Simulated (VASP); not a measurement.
# Na (Im-3m) in VASP: further runs

Na is run at these levels: r2SCAN, PBE; tasks: single point.

Program: VASP 6.6.1. These are calculated values, not measurements. Logs are shortened: lines on timing, memory, paths and dates and some standing lists are left out, and cuts for length are marked.

### Step 1. The cell of the first run

The structure is cubic, space group Im-3m (No. 229). The conventional cell has a = 4.282 Å, b = 4.282 Å, c = 4.282 Å, α = 90.00°, β = 90.00°, γ = 90.00°. Within 4.9 Å of Na (site symmetry m-3m) lie 14 Na at 3.71 to 4.28 Å.

### Step 2. Single point, r2SCAN

Contents of POSCAR:

```
Na
1.0
   -2.1410000000      2.1410000000      2.1410000000
    2.1410000000     -2.1410000000      2.1410000000
    2.1410000000      2.1410000000     -2.1410000000
Na
1
Direct
    0.0000000000      0.0000000000      0.0000000000
```

Contents of INCAR.step1:

```
SYSTEM = Na
PREC     = Accurate       ! precision mode
ENCUT    = 520            ! plane-wave cutoff, eV
ISMEAR   = -1             ! smearing method
SIGMA    = 0.05           ! smearing width, eV
LREAL    = .FALSE.        ! projectors in reciprocal space
LASPH    = .TRUE.         ! aspherical terms in the spheres
NELM     = 60             ! most SCF steps
NBANDS   = 10             ! bands
GGA      = PE             ! functional
ALGO     = Normal         ! electronic algorithm
EDIFF    = 1E-4           ! SCF threshold, eV
LWAVE    = .TRUE.         ! write WAVECAR
LCHARG   = .FALSE.        ! write CHGCAR
```

Contents of INCAR.step2:

```
SYSTEM = Na
PREC     = Accurate       ! precision mode
ENCUT    = 520            ! plane-wave cutoff, eV
EDIFF    = 1E-6           ! SCF threshold, eV
ISMEAR   = -1             ! smearing method
SIGMA    = 0.05           ! smearing width, eV
LREAL    = .FALSE.        ! projectors in reciprocal space
LASPH    = .TRUE.         ! aspherical terms in the spheres
NELM     = 60             ! most SCF steps
ALGO     = Normal         ! electronic algorithm
ISIF     = 2              ! what is computed and relaxed
LWAVE    = .FALSE.        ! write WAVECAR
LCHARG   = .FALSE.        ! write CHGCAR
METAGGA  = R2SCAN         ! meta-GGA
LMIXTAU  = .TRUE.       
NBANDS   = 10             ! bands
ISTART   = 1
```

Contents of KPOINTS:

```
Automatic mesh
0
G
  5 5 5
  0 0 0
```

Potentials or basis: VASP PAW PBE potentials, release 64 (Na_pv).

On the command line:

```bash
$ cat potpaw_PBE.64/Na_pv/POTCAR > POTCAR
$ cp INCAR.step1 INCAR
$ mpirun -np 1 vasp_std > vasp.out
$ cp INCAR.step2 INCAR
$ mpirun -np 1 vasp_std > vasp.out
```

OUTCAR:

```text
SYSTEM = Na
   PREC = Accurate
   ENCUT = 520
   EDIFF = 1E-6
   ISMEAR = -1
   LREAL = .FALSE.
   LASPH = .TRUE.
   NELM = 60
   ISIF = 2
   METAGGA = R2SCAN
   ISTART = 1

 ion  position               nearest neighbor table
   1  0.000  0.000  0.000-

  LATTYP: Found a body centered cubic cell.
 ALAT       =     4.2820000000

  Lattice vectors:

 A1 = (  -2.1410000000,   2.1410000000,   2.1410000000)
 A2 = (   2.1410000000,  -2.1410000000,   2.1410000000)
 A3 = (   2.1410000000,   2.1410000000,  -2.1410000000)

Analysis of symmetry for initial positions (statically):
=====================================================================
 Subroutine PRICEL returns:
 Original cell was already a primitive cell.

 Routine SETGRP: Setting up the symmetry group for a
 body centered cubic supercell.

 Subroutine GETGRP returns: Found 48 space group operations
[... 9 lines left out ...]

 Routine SETGRP: Setting up the symmetry group for a
 body centered cubic supercell.

 Subroutine GETGRP returns: Found 48 space group operations
[... 11 lines left out ...]
                                     Primitive cell

  volume of cell :      39.2564

  direct lattice vectors                    reciprocal lattice vectors
    -2.141000000  2.141000000  2.141000000     0.000000000  0.233535731  0.233535731
     2.141000000 -2.141000000  2.141000000     0.233535731  0.000000000  0.233535731
     2.141000000  2.141000000 -2.141000000     0.233535731  0.233535731  0.000000000

  length of vectors
     3.708320779  3.708320779  3.708320779     0.330269398  0.330269398  0.330269398

  position of ions in fractional coordinates (direct lattice)
     0.000000000  0.000000000  0.000000000

  ion indices of the primitive-cell ions
   primitive index   ion index
                 1           1

----------------------------------------------------------------------------------------

 KPOINTS: Automatic mesh

Automatic generation of k-mesh.
 Grid dimensions read from file:
 generate k-points for:    5    5    5

 Generating k-lattice:

  Cartesian coordinates                     Fractional coordinates (reciprocal lattice)
     0.000000000  0.046707146  0.046707146     0.200000000  0.000000000  0.000000000
     0.046707146  0.000000000  0.046707146     0.000000000  0.200000000  0.000000000
[... 41 lines left out ...]
   ENCUT  =  520.0 eV  38.22 Ry    6.18 a.u.   6.90  6.90  6.90*2*pi/ulx,y,z
   NELM   =     60;   NELMIN=  2; NELMDL=  0     # of ELM steps
   EDIFF  = 0.1E-05   stopping-criterion for ELM
   LREAL  =      F    real-space projection
   EDIFFG = 0.1E-04   stopping-criterion for IOM
   NSW    =      0    number of steps for IOM
   IBRION =     -1    ionic relax: 0-MD 1-quasi-New 2-CG
   NFREE  =      0    steps in history (QN), initial steepest desc. (CG)
   ISIF   =      2    stress and relaxation
   ISYM   =      2    0-nonsym 1-usesym 2-fastsym
   POTIM  = 0.5000    time-step for ionic-motion
   TEBEG  =    0.0;   TEEND  =   0.0 temperature during run
   PSTRESS=    0.0 pullay stress
   NELECT =       7.0000    total number of electrons
   NUPDOWN=      -1.0000    fix difference up-down
   EMIN   =  10.00;   EMAX   =-10.00  energy-range for DOS
   EFERMI =   0.00;   METHOD = LEGACY
   ISMEAR =    -1;   SIGMA  =   0.05  broadening in eV -4-tet -1-fermi 0-gaus
   EFERMI_NEDOS =   21; number of points for ismear=-14 and -15
   IALGO  =     38    algorithm
   IMIX   =      4    mixing-type and parameters
     AMIX     =   0.40;   BMIX     =  1.00
     AMIX_MAG =   1.60;   BMIX_MAG =  1.00
  volume/ion in A,a.u.               =      39.26       264.91
  Fermi-wavevector in a.u.,A,eV,Ry     =   0.921448  1.741284 11.552251  0.849066
  Thomas-Fermi vector in A             =   2.046866
   LORBIT       =      0    0 simple, 1 ext, 2 COOP (PROOUT), +10 PAW based schemes
   METAGGA = R2SCAN    functional components
   LHFCALC =     F    Hartree Fock is set to
   AEXX    =    0.0000 exact exchange contribution
   IVDW    =     0    specifies the selected vdW correction
   LEPSILON=     F    determine dielectric tensor
   LRPA    =     F    only Hartree local field effects (RPA)
 non-spin polarized calculation
  energy-cutoff  :      520.00
  volume of cell :       39.26
 maximum number of plane-waves:      1067
   NGX = 13   NGY = 13   NGZ = 13

 number of electron       7.0000011 magnetization

 Free energy of the ion-electron system (eV)
  ---------------------------------------------------
  ext. energy  EPLUGINS =         0.00000000
  ---------------------------------------------------
  free energy    TOTEN  =        -3.55257136 eV

  energy without entropy =       -3.54064607  energy(sigma->0) =       -3.54660871

 E-fermi :   0.2906     XC(G=0):  -6.7576

 val. band max:       -0.3545518573   @ k =   0.4000   0.0000   0.0000
 cond. band min:       0.3300686574   @ k =  -0.4000   0.4000   0.2000
 fundamental gap:      0.6846205147
 Fermi energy:         0.2906460147

 k-point     1 :       0.0000    0.0000    0.0000
  band No.  band energies     occupation
      1     -25.8722      2.00000
      2     -25.8722      2.00000
      3     -25.8721      2.00000
      4      -3.1776      2.00000
      5      12.2417      0.00000
      6      12.2417      0.00000
      7      12.2421      0.00000
      8      13.4158      0.00000
      9      13.4158      0.00000
     10      14.0091      0.00000
[... 105 lines left out ...]
 k-point    10 :      -0.4000    0.4000    0.4000
  band No.  band energies     occupation
      1     -25.8930      2.00000
      2     -25.8913      2.00000
      3     -25.8913      2.00000
      4       2.3263      0.00000
      5       5.1591      0.00000
      6       5.5943      0.00000
      7       5.5945      0.00000
      8       7.1591      0.00000
      9      10.1746      0.00000
     10      17.7470      0.00000

------------------------ aborting loop because EDIFF is reached ----------------------------------------

  FORCE on cell =-STRESS in cart. coord.  units (eV):
  Direction    XX          YY          ZZ          XY          YZ          ZX
  --------------------------------------------------------------------------------------
  -------------------------------------------------------------------------------------
  Total       -0.0771592     -0.0771592     -0.0771592     -0.0000000      0.0000000     -0.0000000
  in kB       -3.1491119     -3.1491119     -3.1491119     -0.0000000      0.0000000     -0.0000000
  external PRESSURE =      -3.1491119 kB  Pullay stress =       0.0000000 kB

 VOLUME and BASIS-vectors are now :
 -----------------------------------------------------------------------------
  energy-cutoff  :      520.00
  volume of cell :       39.26
      direct lattice vectors                 reciprocal lattice vectors
    -2.141000000  2.141000000  2.141000000     0.000000000  0.233535731  0.233535731
     2.141000000 -2.141000000  2.141000000     0.233535731  0.000000000  0.233535731
     2.141000000  2.141000000 -2.141000000     0.233535731  0.233535731  0.000000000

 POSITION                                       TOTAL-FORCE (eV/Angst)
 -----------------------------------------------------------------------------------
      0.00000      0.00000      0.00000         0.000000      0.000000      0.000000
 -----------------------------------------------------------------------------------
    total drift:                               -0.000000     -0.000000     -0.000000

  FREE ENERGIE OF THE ION-ELECTRON SYSTEM (eV)
  ---------------------------------------------------
  free  energy   TOTEN  =        -3.5525713569 eV

  energy  without entropy=       -3.5406460722  energy(sigma->0) =       -3.54660871
```

OUTCAR.step1:

```text
SYSTEM = Na
   PREC = Accurate
   ENCUT = 520
   ISMEAR = -1
   LREAL = .FALSE.
   LASPH = .TRUE.
[... 329 lines left out ...]
 -----------------------------------------------------------------------------------
      0.00000      0.00000      0.00000        -0.000000      0.000000     -0.000000
 -----------------------------------------------------------------------------------
    total drift:                               -0.000000     -0.000000     -0.000000

  FREE ENERGIE OF THE ION-ELECTRON SYSTEM (eV)
  ---------------------------------------------------
  free  energy   TOTEN  =        -1.3085706832 eV

  energy  without entropy=       -1.2966449118  energy(sigma->0) =       -1.30260780
```

OSZICAR.step1:

```text
N       E                     dE             d eps       ncg     rms          rms(c)
DAV:   1     0.250279066564E+02    0.25028E+02   -0.37902E+03   200   0.589E+02
DAV:   2    -0.842682929605E+00   -0.25871E+02   -0.25785E+02   212   0.132E+02
DAV:   3    -0.130456034145E+01   -0.46188E+00   -0.46172E+00   238   0.195E+01
DAV:   4    -0.130894939316E+01   -0.43891E-02   -0.43889E-02   244   0.203E+00
DAV:   5    -0.130901457702E+01   -0.65184E-04   -0.65177E-04   244   0.229E-01    0.203E-01
DAV:   6    -0.130875542602E+01    0.25915E-03   -0.48615E-04   238   0.265E-01    0.137E-01
DAV:   7    -0.130857931700E+01    0.17611E-03   -0.10228E-03   224   0.317E-01    0.158E-02
DAV:   8    -0.130857068315E+01    0.86338E-05   -0.46486E-05   134   0.114E-01
   1 F= -.13085707E+01 E0= -.13026078E+01  d E =-.119258E-01
```

Run time: 8.3 s. Hardware: 1 thread of Intel Xeon 6975P-C (Granite Rapids), shared host; peak memory 0.15 GiB.

What came out:

```yaml
Free_energy: -3.5526 eV
Pressure: -0.3 GPa
```

Levels at points of the mesh, in eV from the Fermi level:
```
           k point  band 1  band 2  band 3  band 4  band 5  band 6  band 7  band 8
(0.00, 0.00, 0.00)  -26.16  -26.16  -26.16   -3.47   11.95   11.95   11.95   13.13
```

Caveat: the k points lie up to 0.42 Å⁻¹ apart; the PAW data sets were made with another functional, which shifts forces and pressure a little.

### Step 3. Single point, PBE

This run uses another cell than the first one, of 36.90 Å³/atom, 0.940 times its volume.

Contents of INCAR:

```
SYSTEM = Na
ALGO = Fast
EDIFF = 1E-6
ENCUT = 520
GGA = PE
ISIF = 2
ISMEAR = 1
LASPH = .True.
LCHARG = .True.
LELF = .True.
LREAL = .False.
LVHAR = .True.
LWAVE = .False.
NBANDS = 10
NELM = 60
PREC = Accurate
SIGMA = 0.1
```

Contents of KPOINTS:

```
k-points
0
Gamma
  9 9 9
  0 0 0
```

Contents of POSCAR:

```
Na
1.0
    3.6326195227      0.0000000000      0.0000000000
   -1.2108731740      3.4248665308      0.0000000000
   -1.2108731740     -1.7124332648      2.9660214206
Na
1
Direct
    0.0000000000      0.0000000000      0.0000000000
```

Potentials or basis: VASP PAW PBE potentials, release 64 (Na_pv).

On the command line:

```bash
$ cat potpaw_PBE.64/Na_pv/POTCAR > POTCAR
$ mpirun -np 1 vasp_std > vasp.out
```

It took 9.2 s on 1 thread of AMD EPYC 7R43 (Zen 3), shared host; peak memory 0.11 GiB.

The run converged. Its results:

| Item | Value |
| --- | --- |
| Free energy | -1.3159 eV |
| Pressure | -0.1 GPa |

Levels at points of the mesh, in eV from the Fermi level:
```
           k point  band 1  band 2  band 3  band 4  band 5  band 6  band 7
(0.00, 0.00, 0.00)  -24.84  -24.84  -24.84   -3.24   11.81   11.81   11.81
```

### Step 4. Single point, PBE

This run uses another cell than the first one, of 37.69 Å³/atom, 0.960 times its volume.

Contents of INCAR:

```
ALGO     = Normal         # electronic algorithm
EDIFF    = 1E-6           # SCF threshold, eV
ENCUT    = 520            # plane-wave cutoff, eV
GGA      = PE             # functional
ISIF     = 2              # what is computed and relaxed
ISMEAR   = 1              # smearing method
LASPH    = True           # aspherical terms in the spheres
LCHARG   = True           # write CHGCAR
LELF     = True           # ELF
LREAL    = False          # projectors in reciprocal space
LVHAR    = True         
LWAVE    = False          # write WAVECAR
NBANDS   = 10             # bands
NELM     = 60             # most SCF steps
PREC     = Accurate       # precision mode
SIGMA    = 0.1            # smearing width, eV
```

Contents of KPOINTS:

```
k-points
0
Gamma
  9 9 9
```

Contents of POSCAR:

```
Na
1.0
    3.6582021933      0.0000000000      0.0000000000
   -1.2194007308      3.4489861039      0.0000000000
   -1.2194007308     -1.7244930513      2.9869095836
Na
1
Direct
    0.0000000000      0.0000000000      0.0000000000
```

Potentials or basis: VASP PAW PBE potentials, release 64 (Na_pv).

On the command line:

```bash
$ cat potpaw_PBE.64/Na_pv/POTCAR > POTCAR
$ mpirun -np 1 vasp_std > vasp.out
```

OUTCAR:

```text
EDIFF = 1E-6
   ENCUT = 520
   GGA = PE
   ISIF = 2
   ISMEAR = 1
   LASPH = True
   LREAL = False
   NELM = 60
   PREC = Accurate

 ion  position               nearest neighbor table
   1  0.000  0.000  0.000-

  LATTYP: Found a body centered cubic cell.
 ALAT       =     4.2241280421

  Lattice vectors:

 A1 = (   3.6582021933,   0.0000000000,   0.0000000000)
 A2 = (  -1.2194007308,   3.4489861039,   0.0000000000)
 A3 = (  -1.2194007308,  -1.7244930513,   2.9869095836)

Analysis of symmetry for initial positions (statically):
=====================================================================
 Subroutine PRICEL returns:
 Original cell was already a primitive cell.

 Routine SETGRP: Setting up the symmetry group for a
 body centered cubic supercell.

 Subroutine GETGRP returns: Found 48 space group operations
[... 9 lines left out ...]

 Routine SETGRP: Setting up the symmetry group for a
 body centered cubic supercell.

 Subroutine GETGRP returns: Found 48 space group operations
[... 11 lines left out ...]
                                     Primitive cell

  volume of cell :      37.6861

[... 131 lines left out ...]

  energy without entropy =       -1.31535021  energy(sigma->0) =       -1.31549123

 E-fermi :   0.2310     XC(G=0):  -6.4596

 val. band max:        0.1722675908   @ k =  -0.3333   0.4444   0.1111
 cond. band min:       0.3686748193   @ k =   0.4444   0.0000   0.0000
 fundamental gap:      0.1964072285
 Fermi energy:         0.2310353148

 k-point     1 :       0.0000    0.0000    0.0000
  band No.  band energies     occupation
      1     -24.6323      2.00000
      2     -24.6323      2.00000
      3     -24.6323      2.00000
      4      -2.9615      2.00000
      5      11.9080      0.00000
      6      11.9080      0.00000
      7      11.9080      0.00000
      8      12.8995      0.00000
      9      12.8995      0.00000
     10      13.4490      0.00000
[... 287 lines left out ...]
 k-point    24 :      -0.4444   -0.4444    0.1111
  band No.  band energies     occupation
      1     -24.6625      2.00000
      2     -24.6486      2.00000
      3     -24.6376      2.00000
      4       1.5611     -0.00000
      5       2.0451     -0.00000
      6       5.4692      0.00000
      7       9.0277      0.00000
      8      10.7539      0.00000
      9      12.1155      0.00000
     10      13.0831      0.00000

 [... further k-points ...]
[... 5 lines left out ...]
  --------------------------------------------------------------------------------------
  -------------------------------------------------------------------------------------
  Total       -0.0438098     -0.0438098     -0.0438098     -0.0000000     -0.0000000     -0.0000000
  in kB       -1.8625189     -1.8625189     -1.8625189     -0.0000000     -0.0000000     -0.0000000
  external PRESSURE =      -1.8625189 kB  Pullay stress =       0.0000000 kB

 VOLUME and BASIS-vectors are now :
 -----------------------------------------------------------------------------
  energy-cutoff  :      520.00
  volume of cell :       37.69
      direct lattice vectors                 reciprocal lattice vectors
     3.658202193  0.000000000  0.000000000     0.273358318  0.096646760  0.167397099
    -1.219400731  3.448986104  0.000000000     0.000000000  0.289940281  0.167397099
    -1.219400731 -1.724493051  2.986909584     0.000000000  0.000000000  0.334794198

 POSITION                                       TOTAL-FORCE (eV/Angst)
 -----------------------------------------------------------------------------------
      0.00000      0.00000      0.00000        -0.000000     -0.000000      0.000000
 -----------------------------------------------------------------------------------
    total drift:                                0.000000      0.000000     -0.000000

  FREE ENERGIE OF THE ION-ELECTRON SYSTEM (eV)
  ---------------------------------------------------
  free  energy   TOTEN  =        -1.3155617378 eV

  energy  without entropy=       -1.3153502149  energy(sigma->0) =       -1.31549123
```

OSZICAR:

```text
N       E                     dE             d eps       ncg     rms          rms(c)
DAV:   1     0.304319515207E+02    0.30432E+02   -0.38735E+03   708   0.584E+02
DAV:   2    -0.604666479825E+00   -0.31037E+02   -0.30927E+02   724   0.163E+02
DAV:   3    -0.131109331367E+01   -0.70643E+00   -0.70607E+00   864   0.257E+01
DAV:   4    -0.131609991221E+01   -0.50066E-02   -0.50063E-02   824   0.218E+00
DAV:   5    -0.131616883571E+01   -0.68924E-04   -0.68923E-04   820   0.252E-01    0.204E-01
DAV:   6    -0.131581331306E+01    0.35552E-03   -0.48764E-04   852   0.263E-01    0.137E-01
DAV:   7    -0.131556888660E+01    0.24443E-03   -0.99697E-04   794   0.314E-01    0.159E-02
DAV:   8    -0.131556149258E+01    0.73940E-05   -0.46230E-05   872   0.112E-01    0.227E-03
DAV:   9    -0.131556173784E+01   -0.24526E-06   -0.19874E-07   514   0.471E-03
   1 F= -.13155617E+01 E0= -.13154912E+01  d E =-.211523E-03
```

Wall time 9.2 s (1 thread of AMD EPYC 7R43 (Zen 3), shared host); peak memory 0.11 GiB.

Results:

```yaml
Free_energy: -1.3156 eV
Pressure: -0.2 GPa
```

(Continued in part 2 of 2.)
